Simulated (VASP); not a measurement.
# CdF2 (Fm-3m) in VASP: further runs, part 2 of 2

VASP 6.6.1.

### 3 Relaxation of cell and atoms, PBE, target pressure 8 GPa, at which the enthalpy is minimised

Input file INCAR:

```
PREC = Accurate ; ENCUT = 600
EDIFF = 1E-6 ; ISMEAR = -1
SIGMA = 0.01 ; LREAL = False
LASPH = True ; NELM = 100
ALGO = Normal ; ISIF = 3
LWAVE = False ; LCHARG = False
GGA = PE ; IBRION = 2
NSW = 80 ; EDIFFG = -0.03
PSTRESS = 80.0
```

Input file KPOINTS:

```
Automatic mesh
0
Gamma
  6 6 6
```

Input file POSCAR:

```
CdF2
1.0
    0.0000000000      2.6940000000      2.6940000000
    2.6940000000      0.0000000000      2.6940000000
    2.6940000000      2.6940000000      0.0000000000
Cd F
1 2
Direct
    0.0000000000      0.0000000000      0.0000000000
    0.2500000000      0.2500000000      0.2500000000
    0.7500000000      0.7500000000      0.7500000000
```

Potentials or basis: VASP PAW PBE potentials, release 64 (Cd, F).

On the command line:

```bash
$ cat potpaw_PBE.64/Cd/POTCAR potpaw_PBE.64/F/POTCAR > POTCAR
$ mpirun -np 1 vasp_std > vasp.out
```

OUTCAR:

```text
PREC = Accurate
   ENCUT = 600
   EDIFF = 1E-6
   ISMEAR = -1
   LREAL = False
   LASPH = True
   NELM = 100
   ISIF = 3
   GGA = PE
   IBRION = 2
   NSW = 80
   EDIFFG = -0.03
   PSTRESS = 80.0

 ion  position               nearest neighbor table
   1  0.000  0.000  0.000-   3 2.33   3 2.33   3 2.33   2 2.33   3 2.33   2 2.33   2 2.33   2 2.33

   2  0.250  0.250  0.250-   1 2.33   1 2.33   1 2.33   1 2.33
   3  0.750  0.750  0.750-   1 2.33   1 2.33   1 2.33   1 2.33

  LATTYP: Found a face centered cubic cell.
 ALAT       =     5.3880000000

  Lattice vectors:

 A1 = (   0.0000000000,   2.6940000000,   2.6940000000)
 A2 = (   2.6940000000,   0.0000000000,   2.6940000000)
 A3 = (   2.6940000000,   2.6940000000,   0.0000000000)

Analysis of symmetry for initial positions (statically):
=====================================================================
 Subroutine PRICEL returns:
 Original cell was already a primitive cell.

 Routine SETGRP: Setting up the symmetry group for a
 face centered cubic supercell.

 Subroutine GETGRP returns: Found 48 space group operations
 (whereof 48 operations were pure point group operations)
 out of a pool of 48 trial point group operations.

The static configuration has the point symmetry O_h .

Analysis of symmetry for dynamics (positions and initial velocities):
=====================================================================
 Subroutine PRICEL returns:
 Original cell was already a primitive cell.

 Routine SETGRP: Setting up the symmetry group for a
 face centered cubic supercell.

 Subroutine GETGRP returns: Found 48 space group operations
 (whereof 48 operations were pure point group operations)
 out of a pool of 48 trial point group operations.

The dynamic configuration has the point symmetry O_h .

 Subroutine INISYM returns: Found 48 space group operations
 (whereof 48 operations are pure point group operations),
 and found     1 'primitive' translations

[... 93 lines left out ...]
   ISIF   =      3    stress and relaxation
   ISYM   =      2    0-nonsym 1-usesym 2-fastsym
   POTIM  = 0.5000    time-step for ionic-motion
   TEBEG  =    0.0;   TEEND  =   0.0 temperature during run
   PSTRESS=   80.0 pullay stress
   NELECT =      26.0000    total number of electrons
   NUPDOWN=      -1.0000    fix difference up-down
   EMIN   =  10.00;   EMAX   =-10.00  energy-range for DOS
   EFERMI =   0.00;   METHOD = LEGACY
   ISMEAR =    -1;   SIGMA  =   0.01  broadening in eV -4-tet -1-fermi 0-gaus
   EFERMI_NEDOS =   21; number of points for ismear=-14 and -15
   IALGO  =     38    algorithm
   IMIX   =      4    mixing-type and parameters
     AMIX     =   0.40;   BMIX     =  1.00
     AMIX_MAG =   1.60;   BMIX_MAG =  1.00
  volume/ion in A,a.u.               =      13.03        87.96
  Fermi-wavevector in a.u.,A,eV,Ry     =   1.428867  2.700166 27.778468  2.041660
  Thomas-Fermi vector in A             =   2.548882
   LORBIT       =      0    0 simple, 1 ext, 2 COOP (PROOUT), +10 PAW based schemes
   GGA     = PE    functional components
   LHFCALC =     F    Hartree Fock is set to
   AEXX    =    0.0000 exact exchange contribution
   IVDW    =     0    specifies the selected vdW correction
   LEPSILON=     F    determine dielectric tensor
   LRPA    =     F    only Hartree local field effects (RPA)
 conjugate gradient relaxation of ions
 non-spin polarized calculation
  energy-cutoff  :      600.00
  volume of cell :       39.10
 maximum number of plane-waves:      1315
   NGX = 15   NGY = 15   NGZ = 15

--------------------------------------- Ionic step        1  -------------------------------------------

 number of electron      25.9999977 magnetization

 Free energy of the ion-electron system (eV)
  ---------------------------------------------------
  ext. energy  EPLUGINS =         0.00000000
  ---------------------------------------------------
  free energy    TOTEN  =       -10.86289522 eV

  energy without entropy =      -10.86289522  energy(sigma->0) =      -10.86289522

------------------------ aborting loop because EDIFF is reached ----------------------------------------

  FORCE on cell =-STRESS in cart. coord.  units (eV):
  Direction    XX          YY          ZZ          XY          YZ          ZX
  --------------------------------------------------------------------------------------
  -------------------------------------------------------------------------------------
  Total        1.4709211      1.4709211      1.4709211      0.0000000      0.0000000     -0.0000000
  in kB       60.2666680     60.2666680     60.2666680      0.0000000      0.0000000     -0.0000000
  external PRESSURE =     -19.7333320 kB  Pullay stress =      80.0000000 kB
[... 65 lines left out ...]
--------------------------------------- Ionic step        3  -------------------------------------------

 number of electron      25.9999982 magnetization

 Free energy of the ion-electron system (eV)
  ---------------------------------------------------
  ext. energy  EPLUGINS =         0.00000000
  ---------------------------------------------------
  free energy    TOTEN  =       -10.83614373 eV

  energy without entropy =      -10.83614373  energy(sigma->0) =      -10.83614373

 E-fermi :  -1.0008     XC(G=0): -10.4981

 val. band max:       -1.2136648461   @ k =  -0.3333   0.5000   0.1667
 cond. band min:       1.9327463658   @ k =   0.0000   0.0000   0.0000
 fundamental gap:      3.1464112119
 Fermi energy:        -1.0008013260

 k-point     1 :       0.0000    0.0000    0.0000
  band No.  band energies     occupation
      1     -22.0885      2.00000
      2     -20.9383      2.00000
      3      -6.8592      2.00000
      4      -6.8592      2.00000
      5      -6.8592      2.00000
      6      -5.5802      2.00000
[... 343 lines left out ...]
  energy  without entropy=      -10.8361437256  energy(sigma->0) =      -10.83614373

  enthalpy is  TOTEN    =        -8.9141961711 eV   P V=        1.9219475546

 reached required accuracy - stopping structural energy minimisation
```

CONTCAR:

```text
CdF2
   1.00000000000000
     0.0000000000000000    2.6798513881582173    2.6798513881582173
     2.6798513881582173    0.0000000000000000    2.6798513881582173
     2.6798513881582173    2.6798513881582173   -0.0000000000000000
  Cd              F
     1     2
Direct
     0.0000000000000000    0.0000000000000000    0.0000000000000000
     0.2500000000000000    0.2500000000000000    0.2500000000000000
     0.7500000000000000    0.7500000000000000    0.7500000000000000

  0.00000000E+00  0.00000000E+00  0.00000000E+00
  0.00000000E+00  0.00000000E+00  0.00000000E+00
  0.00000000E+00  0.00000000E+00  0.00000000E+00
```

It took 14 s on 1 thread of Intel Xeon 6975P-C (Granite Rapids), shared host; peak memory 0.17 GiB.

Results:

```
Free energy                                            : -10.8361 eV
Relaxed volume                                         : 12.83 Å³/atom
Relaxed cell                                           : a = 3.790 Å, b = 3.790 Å, c = 3.790 Å, α = 60.00°, β = 60.00°, γ = 60.00°
Space group after relaxing (to 0.05 Å)                 : Fm-3m (No. 225)
Energy change on relaxing (the enthalpy is what falls) : +8.9 meV/atom
Ionic steps                                            : 3
Pressure after relaxing                                : 8.0 GPa
Band gap on the k mesh                                 : 3.15 eV, indirect (least direct gap 3.60 eV)
```

The path:
| step | energy change (eV) | largest force (eV/Å) | pressure (GPa) | volume (Å³) |
| --- | --- | --- | --- | --- |
| 1 | 0.0000 | 0.0000 | 6.03 | 39.10 |
| 2 | 0.0421 | 0.0000 | 9.01 | 38.20 |
| 3 | 0.0268 | 0.0000 | 7.99 | 38.49 |

Final structure:
```cif
data_structure
_symmetry_space_group_name_H-M 'P 1'
_symmetry_Int_Tables_number 1
_cell_length_a 3.7899
_cell_length_b 3.7899
_cell_length_c 3.7899
_cell_angle_alpha 60.000
_cell_angle_beta 60.000
_cell_angle_gamma 60.000
_cell_volume 38.49
loop_
_atom_site_label
_atom_site_type_symbol
_atom_site_fract_x
_atom_site_fract_y
_atom_site_fract_z
_atom_site_occupancy
Cd1 Cd 0.00000 0.00000 0.00000 1
F1 F 0.25000 0.25000 0.25000 1
F2 F 0.75000 0.75000 0.75000 1
```

Caveat: the cell is relaxed towards a set pressure, so the enthalpy falls and the energy may rise.

### 4 Single point, PBE

This run uses another cell than the first one, of 13.73 Å³/atom, 1.053 times its volume.

Input file INCAR:

```
SYSTEM = CdF2
  PREC = Accurate
  ENCUT = 600
  EDIFF = 1E-6
  ISMEAR = -1
  SIGMA = 0.01
  LREAL = .False.
  LASPH = .True.
  NELM = 120
  ALGO = Normal
  ISIF = 2
  LWAVE = .False.
  LCHARG = .False.
  GGA = PE
  NBANDS = 24
  GGA_COMPAT = .False.
```

Input file KPOINTS:

```
Automatic mesh
0
Gamma
  6 6 6
  0 0 0
```

Input file POSCAR:

```
CdF2
1.0
    0.0000000000      2.7407404540      2.7407404540
    2.7407404540      0.0000000000      2.7407404540
    2.7407404540      2.7407404540      0.0000000000
Cd F
1 2
Direct
    0.0000000000      0.0000000000      0.0000000000
    0.2500000000      0.2500000000      0.2500000000
    0.7500000000      0.7500000000      0.7500000000
```

Potentials or basis: VASP PAW PBE potentials, release 64 (Cd_sv_GW, F).

On the command line:

```bash
$ cat potpaw_PBE.64/Cd_sv_GW/POTCAR potpaw_PBE.64/F/POTCAR > POTCAR
$ mpirun -np 1 vasp_std > vasp.out
```

Wall time 23 s (1 thread of Intel Xeon 6975P-C (Granite Rapids), shared host); peak memory 0.18 GiB.

The run converged. Its results:

- Free energy: -11.0099 eV
- Pressure: -0.8 GPa
- Band gap on the k mesh: 2.92 eV, indirect (least direct gap 3.46 eV)

Levels at points of the mesh, in eV from the valence-band top:
| k point | band 15 | band 16 | band 17 | band 18 | band 19 | band 20 |
| --- | --- | --- | --- | --- | --- | --- |
| (0.00, 0.00, 0.00) | -0.54 | -0.54 | -0.54 | 2.92 | 12.47 | 12.47 |
| (0.50, 0.00, 0.00) | -1.64 | -0.41 | -0.41 | 6.82 | 9.00 | 14.08 |
| (0.50, 0.50, 0.00) | -0.40 | -0.06 | -0.06 | 7.61 | 9.41 | 11.84 |

A k mesh can miss the band edges. PBE gaps usually lie below the measured ones, often by a third to a half.

### 5 Single point, PBE

This run uses another cell than the first one, of 13.45 Å³/atom, 1.032 times its volume.

Input file INCAR:

```
SYSTEM = CdF2
  ALGO = Normal
  EDIFF = 1E-6
  ENCUT = 600
  GGA = PE
  GGA_COMPAT = .False.
  ISIF = 2
  ISMEAR = -1
  LASPH = .True.
  LCHARG = .True.
  LELF = .True.
  LREAL = .False.
  LVHAR = .True.
  LWAVE = .False.
  NBANDS = 24
  NELM = 120
  PREC = Accurate
  SIGMA = 0.01
```

Input file KPOINTS:

```
k-points
0
Gamma
  6 6 6
  0 0 0
```

Input file POSCAR:

```
CdF2
1.0
    0.0000000000      2.7219958036      2.7219958036
    2.7219958036      0.0000000000      2.7219958036
    2.7219958036      2.7219958036      0.0000000000
Cd F
1 2
Direct
    0.0000000000      0.0000000000      0.0000000000
    0.2500000000      0.2500000000      0.2500000000
    0.7500000000      0.7500000000      0.7500000000
```

On the command line:

```bash
$ cat potpaw_PBE.64/Cd_sv_GW/POTCAR potpaw_PBE.64/F/POTCAR > POTCAR
$ mpirun -np 1 vasp_std > vasp.out
```

Run time: 18 s. Hardware: 1 thread of AMD EPYC 7R13 (Zen 3), shared host; peak memory 0.16 GiB.

It converged, with:

```yaml
Free_energy: -11.0041 eV
Pressure: 1.2 GPa
Band_gap_on_the_k_mesh: 2.99 eV, indirect (least direct gap 3.51 eV)
```

Levels at points of the mesh, in eV from the valence-band top:
| k point | band 15 | band 16 | band 17 | band 18 | band 19 | band 20 |
| --- | --- | --- | --- | --- | --- | --- |
| (0.00, 0.00, 0.00) | -0.52 | -0.52 | -0.52 | 2.99 | 12.57 | 12.57 |
| (0.50, 0.00, 0.00) | -1.71 | -0.40 | -0.40 | 6.97 | 9.07 | 14.26 |
| (0.50, 0.50, 0.00) | -0.43 | -0.07 | -0.07 | 7.78 | 9.52 | 11.89 |

A k mesh can miss the band edges.

### 6 Overview

| task | potentials or basis | cell | second run | gap on the mesh (eV) | pressure (GPa) |
| --- | --- | --- | --- | --- | --- |
| relaxation of cell and atoms | VASP PAW PBE potentials, release 64 (Cd, F) | relaxed to 6 GPa from a = 3.810 Å, angles 60.0°, 3 atoms | - | 3.09 | 6.0 |
| relaxation of cell and atoms | VASP PAW PBE potentials, release 64 (Cd, F) | relaxed to 8 GPa from a = 3.810 Å, angles 60.0°, 3 atoms | - | 3.15 | 8.0 |
| single point | VASP PAW PBE potentials, release 64 (Cd_sv_GW, F) | a = 3.876 Å, angles 60.0°, 3 atoms | valence_matched | 2.92 | -0.8 |
| single point | VASP PAW PBE potentials, release 64 (Cd_sv_GW, F) | a = 3.849 Å, angles 60.0°, 3 atoms | valence_matched | 2.99 | 1.2 |

Alike in all rows: level PBE; no spin polarisation; k mesh 6 × 6 × 6; cutoff (eV) 600; smearing fermi-dirac 0.01 eV.

Caveats: the cell is relaxed towards a set pressure, so the enthalpy falls and the energy may rise (some runs); the relaxation stopped at its first step, so nothing moved (some runs).

Absolute energies hang on the potentials; compare differences alone.
